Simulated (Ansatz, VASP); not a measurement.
**One calculation of BeTe, two programs**

```
CELL_PARAMETERS angstrom
0.00000 2.82862 2.80034
2.82862 0.00000 2.80034
2.82862 2.82862 0.00000
ATOMIC_POSITIONS crystal
Be 0.00000 0.00000 0.00000
Te 0.25000 0.25000 0.25000
```

Change from the starting cell: uniaxial_z strain -1.0%.

Alike in both runs: task single point; functional HSE06; k mesh 6 × 6 × 6; no spin polarisation.

|  | VASP | Ansatz |
| --- | --- | --- |
| version | VASP 6.6.1 | Ansatz 0.2.0 |
| potentials or method | VASP PAW PBE potentials, release 64 (Be, Te) | plane waves, PAW |
| plane-wave cutoff (eV) | 520 | 420 |
| occupations | gaussian, width 0.01 eV | fixed |
| valence electrons in the cell | 8 | 18 |

```csv
,VASP,Ansatz,Ansatz less VASP
gap on the k mesh at the Fermi level (eV),2.56,2.59,+0.022
pressure (GPa),-0.4,-0.2,+0.12
"traceless stress, the component that is largest in VASP (GPa)",0.43,0.43,+0.001
```

VASP's potentials hold 8 valence electrons a cell and Ansatz's 18, so a difference there can come from the potentials and not from the codes. Ansatz's warnings: stress exchange threshold loose, stress scf threshold loose.

Neither program's run includes spin-orbit coupling.
